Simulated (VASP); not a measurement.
# KPd (CsCl type) (Pm-3m) in VASP: notebook, part 2 of 2

VASP 6.6.1. Earlier steps stand in the parts before.

## 4. Single point, PBEsol (volume scaled by 0.9)

File INCAR:

```
SYSTEM = KPd
PREC = Accurate
ENCUT = 520
EDIFF = 1E-7
ISMEAR = -1
SIGMA = 0.05
LREAL = .FALSE.
LASPH = .TRUE.
NELM = 80
ALGO = Normal
ISIF = 2
LWAVE = .FALSE.
LCHARG = .TRUE.
GGA = PS
LELF = .TRUE.
LVHAR = .TRUE.
NBANDS = 16
```

File KPOINTS:

```
regular mesh
0
G
  10 10 10
  0 0 0
```

File POSCAR:

```
KPd
1.0
    3.5330180981      0.0000000000      0.0000000000
    0.0000000000      3.5330180981      0.0000000000
    0.0000000000      0.0000000000      3.5330180981
K Pd
1 1
Direct
    0.0000000000      0.0000000000      0.0000000000
    0.5000000000      0.5000000000      0.5000000000
```

Potentials or basis: VASP PAW PBE potentials, release 64 (K_sv, Pd).

Run with:

```console
> cat potpaw_PBE.64/K_sv/POTCAR potpaw_PBE.64/Pd/POTCAR > POTCAR
> mpirun -np 1 vasp_std > vasp.out
```

OUTCAR:

```text
SYSTEM = KPd
   PREC = Accurate
   ENCUT = 520
   EDIFF = 1E-7
   ISMEAR = -1
   LREAL = .FALSE.
   LASPH = .TRUE.
   NELM = 80
   ISIF = 2
   GGA = PS

 ion  position               nearest neighbor table
   1  0.000  0.000  0.000-   2 3.06   2 3.06   2 3.06   2 3.06   2 3.06   2 3.06   2 3.06   2 3.06

   2  0.500  0.500  0.500-   1 3.06   1 3.06   1 3.06   1 3.06   1 3.06   1 3.06   1 3.06   1 3.06

  LATTYP: Found a simple cubic cell.
 ALAT       =     3.5330180981

  Lattice vectors:

 A1 = (   3.5330180981,   0.0000000000,   0.0000000000)
 A2 = (   0.0000000000,   3.5330180981,   0.0000000000)
 A3 = (   0.0000000000,   0.0000000000,   3.5330180981)

Analysis of symmetry for initial positions (statically):
=====================================================================
 Subroutine PRICEL returns:
 Original cell was already a primitive cell.

 Routine SETGRP: Setting up the symmetry group for a
 simple cubic supercell.

 Subroutine GETGRP returns: Found 48 space group operations
 (whereof 48 operations were pure point group operations)
 out of a pool of 48 trial point group operations.

The static configuration has the point symmetry O_h .

Analysis of symmetry for dynamics (positions and initial velocities):
=====================================================================
 Subroutine PRICEL returns:
 Original cell was already a primitive cell.

 Routine SETGRP: Setting up the symmetry group for a
 simple cubic supercell.

 Subroutine GETGRP returns: Found 48 space group operations
 (whereof 48 operations were pure point group operations)
 out of a pool of 48 trial point group operations.

The dynamic configuration has the point symmetry O_h .

 Subroutine INISYM returns: Found 48 space group operations
 (whereof 48 operations are pure point group operations),
 and found     1 'primitive' translations

----------------------------------------------------------------------------------------

                                     Primitive cell

  volume of cell :      44.0999

  direct lattice vectors                    reciprocal lattice vectors
     3.533018098  0.000000000  0.000000000     0.283044120  0.000000000  0.000000000
     0.000000000  3.533018098  0.000000000     0.000000000  0.283044120  0.000000000
     0.000000000  0.000000000  3.533018098     0.000000000  0.000000000  0.283044120

  length of vectors
     3.533018098  3.533018098  3.533018098     0.283044120  0.283044120  0.283044120

  position of ions in fractional coordinates (direct lattice)
     0.000000000  0.000000000  0.000000000
     0.500000000  0.500000000  0.500000000

  ion indices of the primitive-cell ions
   primitive index   ion index
                 1           1
                 2           2

----------------------------------------------------------------------------------------

 KPOINTS: regular mesh

Automatic generation of k-mesh.
 Grid dimensions read from file:
 generate k-points for:   10   10   10

 Generating k-lattice:

  Cartesian coordinates                     Fractional coordinates (reciprocal lattice)
     0.028304412  0.000000000  0.000000000     0.100000000  0.000000000  0.000000000
     0.000000000  0.028304412  0.000000000     0.000000000  0.100000000  0.000000000
     0.000000000  0.000000000  0.028304412     0.000000000  0.000000000  0.100000000

  Length of vectors
     0.028304412  0.028304412  0.028304412

  Shift w.r.t. Gamma in fractional coordinates (k-lattice)
     0.000000000  0.000000000  0.000000000

 Subroutine IBZKPT returns following result:
 ===========================================

 Found     56 irreducible k-points:

 Following reciprocal coordinates:
            Coordinates               Weight
  0.000000  0.000000  0.000000      1.000000
  0.100000  0.000000  0.000000      6.000000
  0.200000  0.000000  0.000000      6.000000
  0.300000  0.000000  0.000000      6.000000
  0.400000  0.000000  0.000000      6.000000
  0.500000  0.000000  0.000000      3.000000
[... 16 lines left out ...]
  0.200000  0.100000  0.100000     24.000000
  0.300000  0.100000  0.100000     24.000000
 [... further k-points ...]
   k-points           NKPTS =     56   k-points in BZ     NKDIM =     56   number of bands    NBANDS=     16
   number of dos      NEDOS =    301   number of ions     NIONS =      2
   total plane-waves  NPLWV =  21952
   dimension x,y,z NGX =    28 NGY =   28 NGZ =   28
   dimension x,y,z NGXF=    56 NGYF=   56 NGZF=   56
   ions per type =               1   1
   NGX,Y,Z   is equivalent  to a cutoff of  13.18, 13.18, 13.18 a.u.
   NGXF,Y,Z  is equivalent  to a cutoff of  26.35, 26.35, 26.35 a.u.
 SYSTEM =  KPd
   PREC   = accura    normal or accurate (medium, high low for compatibility)
   ISTART =      0    job   : 0-new  1-cont  2-samecut
   ICHARG =      2    charge: 1-file 2-atom 10-const
   ISPIN  =      1    spin polarized calculation?
   LNONCOLLINEAR =      F non collinear calculations
   LSORBIT =      F    spin-orbit coupling
   LASPH  =      T    aspherical Exc in radial PAW
   ENCUT  =  520.0 eV  38.22 Ry    6.18 a.u.   6.57  6.57  6.57*2*pi/ulx,y,z
   NELM   =     80;   NELMIN=  2; NELMDL= -5     # of ELM steps
   EDIFF  = 0.1E-06   stopping-criterion for ELM
   LREAL  =      F    real-space projection
   EDIFFG = 0.1E-05   stopping-criterion for IOM
   NSW    =      0    number of steps for IOM
   IBRION =     -1    ionic relax: 0-MD 1-quasi-New 2-CG
   NFREE  =      0    steps in history (QN), initial steepest desc. (CG)
   ISIF   =      2    stress and relaxation
   ISYM   =      2    0-nonsym 1-usesym 2-fastsym
   POTIM  = 0.5000    time-step for ionic-motion
   TEBEG  =    0.0;   TEEND  =   0.0 temperature during run
   PSTRESS=    0.0 pullay stress
   NELECT =      19.0000    total number of electrons
   NUPDOWN=      -1.0000    fix difference up-down
   EMIN   =  10.00;   EMAX   =-10.00  energy-range for DOS
   EFERMI =   0.00;   METHOD = LEGACY
   ISMEAR =    -1;   SIGMA  =   0.05  broadening in eV -4-tet -1-fermi 0-gaus
   EFERMI_NEDOS =   21; number of points for ismear=-14 and -15
   IALGO  =     38    algorithm
   IMIX   =      4    mixing-type and parameters
     AMIX     =   0.40;   BMIX     =  1.00
     AMIX_MAG =   1.60;   BMIX_MAG =  1.00
  volume/ion in A,a.u.               =      22.05       148.80
  Fermi-wavevector in a.u.,A,eV,Ry     =   1.236460  2.336571 20.801050  1.528834
  Thomas-Fermi vector in A             =   2.371068
   LORBIT       =      0    0 simple, 1 ext, 2 COOP (PROOUT), +10 PAW based schemes
   GGA     = PS    functional components
   LHFCALC =     F    Hartree Fock is set to
   AEXX    =    0.0000 exact exchange contribution
   IVDW    =     0    specifies the selected vdW correction
   LEPSILON=     F    determine dielectric tensor
   LRPA    =     F    only Hartree local field effects (RPA)
 non-spin polarized calculation
  energy-cutoff  :      520.00
  volume of cell :       44.10
 maximum number of plane-waves:      1213
 NGX is ok and might be reduce to    28
   NGX = 13   NGY = 13   NGZ = 13

 number of electron      18.9999995 magnetization

 Free energy of the ion-electron system (eV)
  ---------------------------------------------------
  ext. energy  EPLUGINS =         0.00000000
  ---------------------------------------------------
  free energy    TOTEN  =        -6.04235519 eV

  energy without entropy =       -6.03815330  energy(sigma->0) =       -6.04025425

 E-fermi :   3.7323     XC(G=0): -10.2982

 val. band max:        3.6098543314   @ k =   0.4000   0.2000   0.2000
 cond. band min:       3.8460788945   @ k =   0.4000   0.3000   0.1000
 fundamental gap:      0.2362245631
 Fermi energy:         3.7322772962

 k-point     1 :       0.0000    0.0000    0.0000
  band No.  band energies     occupation
      1     -26.0205      2.00000
      2      -9.4156      2.00000
      3      -9.4156      2.00000
      4      -9.4156      2.00000
      5       0.0440      2.00000
      6       1.0814      2.00000
[... 8 lines left out ...]
     15      12.7172      0.00000
     16      13.6626      0.00000
[... 419 lines left out ...]
 k-point    24 :       0.3000    0.1000    0.1000
  band No.  band energies     occupation
      1     -25.9722      2.00000
      2      -9.8458      2.00000
      3      -9.4477      2.00000
      4      -9.4418      2.00000
      5       1.3778      2.00000
      6       1.4098      2.00000
[... 8 lines left out ...]
     15      12.7538      0.00000
     16      13.7724      0.00000

 [... further k-points ...]

------------------------ aborting loop because EDIFF is reached ----------------------------------------

  FORCE on cell =-STRESS in cart. coord.  units (eV):
  Direction    XX          YY          ZZ          XY          YZ          ZX
  --------------------------------------------------------------------------------------
  -------------------------------------------------------------------------------------
  Total        1.0240212      1.0240212      1.0240212     -0.0000000      0.0000000     -0.0000000
  in kB       37.2033420     37.2033420     37.2033420     -0.0000000      0.0000000     -0.0000000
  external PRESSURE =      37.2033420 kB  Pullay stress =       0.0000000 kB

 VOLUME and BASIS-vectors are now :
 -----------------------------------------------------------------------------
  energy-cutoff  :      520.00
  volume of cell :       44.10
      direct lattice vectors                 reciprocal lattice vectors
     3.533018098  0.000000000  0.000000000     0.283044120  0.000000000  0.000000000
     0.000000000  3.533018098  0.000000000     0.000000000  0.283044120  0.000000000
     0.000000000  0.000000000  3.533018098     0.000000000  0.000000000  0.283044120

 POSITION                                       TOTAL-FORCE (eV/Angst)
 -----------------------------------------------------------------------------------
      0.00000      0.00000      0.00000         0.000000      0.000000      0.000000
      1.76651      1.76651      1.76651         0.000000      0.000000      0.000000
 -----------------------------------------------------------------------------------
    total drift:                                0.000000      0.000000      0.000000

  FREE ENERGIE OF THE ION-ELECTRON SYSTEM (eV)
  ---------------------------------------------------
  free  energy   TOTEN  =        -6.0423551947 eV

  energy  without entropy=       -6.0381532975  energy(sigma->0) =       -6.04025425
```

OSZICAR:

```text
N       E                     dE             d eps       ncg     rms          rms(c)
DAV:   1     0.117914111218E+03    0.11791E+03   -0.92825E+03  1792   0.112E+03
DAV:   2    -0.263938214591E+01   -0.12055E+03   -0.11134E+03  2120   0.281E+02
DAV:   3    -0.601714388526E+01   -0.33778E+01   -0.33576E+01  2488   0.424E+01
DAV:   4    -0.612239824274E+01   -0.10525E+00   -0.10524E+00  2536   0.631E+00
DAV:   5    -0.612383677083E+01   -0.14385E-02   -0.14385E-02  2536   0.738E-01    0.761E+00
DAV:   6    -0.605843017463E+01    0.65407E-01   -0.86874E-02  2280   0.256E+00    0.570E+00
DAV:   7    -0.604555463722E+01    0.12876E-01   -0.86109E-02  2264   0.242E+00    0.136E+00
DAV:   8    -0.604299034473E+01    0.25643E-02   -0.17789E-02  2352   0.973E-01    0.247E-01
DAV:   9    -0.604233990320E+01    0.65044E-03   -0.26054E-03  1960   0.495E-01    0.613E-02
DAV:  10    -0.604236184471E+01   -0.21942E-04   -0.20905E-04  2608   0.910E-02    0.210E-02
DAV:  11    -0.604235538219E+01    0.64625E-05   -0.15224E-05  2176   0.373E-02    0.583E-03
DAV:  12    -0.604235496549E+01    0.41670E-06   -0.14173E-06  2624   0.879E-03    0.155E-03
DAV:  13    -0.604235511412E+01   -0.14863E-06   -0.48582E-08  1440   0.210E-03    0.446E-04
DAV:  14    -0.604235519474E+01   -0.80618E-07   -0.12997E-08   968   0.865E-04
   1 F= -.60423552E+01 E0= -.60402542E+01  d E =-.420190E-02
```

It took 32 s on 1 thread of Intel Xeon Platinum 8259CL at 2.50GHz (Skylake/Cascade Lake), shared host; peak memory 0.18 GiB.

Results:

- Free energy: -6.0424 eV
- Pressure: 3.7 GPa

Levels at points of the mesh, in eV from the Fermi level:
```tsv
k point	band 6	band 7	band 8	band 9	band 10	band 11	band 12	band 13
(0.00, 0.00, 0.00)	-2.65	-2.65	-1.36	-1.36	-1.36	5.56	5.56	8.98
(0.50, 0.00, 0.00)	-2.07	-1.52	-1.52	-1.26	0.21	0.67	4.95	6.11
(0.50, 0.50, 0.00)	-2.42	-1.80	-1.80	-0.91	1.16	3.29	3.29	5.88
(0.50, 0.50, 0.50)	-1.83	-1.83	-0.88	-0.88	1.97	1.97	1.97	4.99
```

Caveat: the PAW data sets were made with another functional, which shifts forces and pressure a little.

## 5. Single point, PBEsol (volume scaled by 0.9)

File INCAR:

```
  PREC = Accurate
  ENCUT = 520
  EDIFF = 1E-6
  ISMEAR = -1
  SIGMA = 0.05
  LREAL = F
  LASPH = T
  NELM = 60
  ALGO = Normal
  ISIF = 2
  LWAVE = F
  LCHARG = F
  GGA = PS
  NBANDS = 16
```

File KPOINTS:

```
Automatic mesh
0
Gamma
  10 10 10
```

POSCAR is that of step 4.

Run with:

```console
> cat potpaw_PBE.64/K_sv/POTCAR potpaw_PBE.64/Pd/POTCAR > POTCAR
> mpirun -np 1 vasp_std > vasp.out
```

Wall time 28 s (1 thread of Intel Xeon Platinum 8259CL at 2.50GHz (Skylake/Cascade Lake), shared host); peak memory 0.18 GiB.

Results (log left out):

- Free energy: -6.0424 eV
- Pressure: 3.7 GPa

Levels at points of the mesh, in eV from the Fermi level:
```tsv
k point	band 6	band 7	band 8	band 9	band 10	band 11	band 12	band 13
(0.00, 0.00, 0.00)	-2.65	-2.65	-1.36	-1.36	-1.36	5.56	5.56	8.98
(0.50, 0.00, 0.00)	-2.07	-1.52	-1.52	-1.26	0.21	0.67	4.95	6.11
(0.50, 0.50, 0.00)	-2.42	-1.80	-1.80	-0.91	1.16	3.29	3.29	5.88
(0.50, 0.50, 0.50)	-1.83	-1.83	-0.88	-0.88	1.97	1.97	1.97	4.99
```

Caveat: the PAW data sets were made with another functional, which shifts forces and pressure a little.
